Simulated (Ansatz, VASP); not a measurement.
**BaS: VASP beside Ansatz**

Contents of POSCAR:

```
BaS
1.0
    0.0000000000      3.1937500000      3.1937500000
    3.1937500000      0.0000000000      3.1937500000
    3.1937500000      3.1937500000      0.0000000000
Ba S
1 1
Direct
    0.0000000000      0.0000000000      0.0000000000
    0.5000000000      0.5000000000      0.5000000000
```

Contents of INCAR.step1:

```
PREC = Accurate
ENCUT = 520
EDIFF = 1E-5
ISMEAR = -1
SIGMA = 0.05
LREAL = False
LASPH = True
NELM = 60
ALGO = Normal
ISIF = 2
LWAVE = True
LCHARG = False
NBANDS = 15
GGA = PE
```

INCAR.step2

```
PREC = Accurate
ENCUT = 520
EDIFF = 1E-6
ISMEAR = -1
SIGMA = 0.05
LREAL = False
LASPH = True
NELM = 60
ALGO = Normal
ISIF = 2
LWAVE = False
LCHARG = False
GGA = PS
LHFCALC = True
AEXX = 0.25
PRECFOCK = Normal
NBANDS = 15
ISTART = 1
```

The input KPOINTS:

```
regular mesh
0
Gamma
  4 4 4
```

File input.yaml:

```yaml
crystal:
  lattice:
    - [0.0, 3.19375, 3.19375]
    - [3.19375, 0.0, 3.19375]
    - [3.19375, 3.19375, 0.0]
  atoms:
    - { symbol: Ba, position: [0.0, 0.0, 0.0] }
    - { symbol: S, position: [0.5, 0.5, 0.5] }
hamiltonian:
  xc: { exchange: pbesol, correlation: pbesol, exx: { coeff: 0.25 } }
  pseudopotentials: { kind: paw }
kpoints:
  mp_grid: { grid: [4, 4, 4] }
  band_path:
    path:
      - [[0.0, 0.0, 0.0], [0.5, 0.0, 0.5], [0.5, 0.25, 0.75], [0.375, 0.375, 0.75], [0.0, 0.0, 0.0], [0.5, 0.5, 0.5], [0.625, 0.25, 0.625], [0.5, 0.25, 0.75], [0.5, 0.5, 0.5], [0.375, 0.375, 0.75]]
      - [[0.625, 0.25, 0.625], [0.5, 0.0, 0.5]]
    npoints: 4
scf:
  occupations: { method: fermi_dirac, width: 0.05 }
  n_extra_bands: 6
output:
  forces: true
  stress: true
  eigenvalues: true
  fatbands: false
```

Alike in both runs: functional PBEsol-based global hybrid; k mesh 4 × 4 × 4; occupations fermi-dirac, width 0.05 eV; no spin polarisation.

```csv
,VASP,Ansatz
version,VASP 6.6.1,Ansatz 0.2.0
potentials or method,"VASP PAW PBE potentials, release 64 (Ba_sv, S)",Ansatz PAW
plane-wave cutoff (eV),520,420
valence electrons in the cell,16,16
task,single point,band structure
```

|  | VASP | Ansatz | Ansatz less VASP |
| --- | --- | --- | --- |
| gap on the k mesh at the Fermi level (eV) | 3.63 | 3.70 | +0.071 |
| least direct gap on the mesh (eV) | 3.79 | 3.84 | +0.044 |
| pressure (GPa) | -0.5 | -1.0 | -0.49 |

VASP's potentials were made for PBE, not for PBEsol-based global hybrid. With one functional, cell and mesh, what is left measures potentials, basis and numerics.

The k mesh is coarse, so the values compare programs but aren't converged. Neither program's run includes spin-orbit coupling.
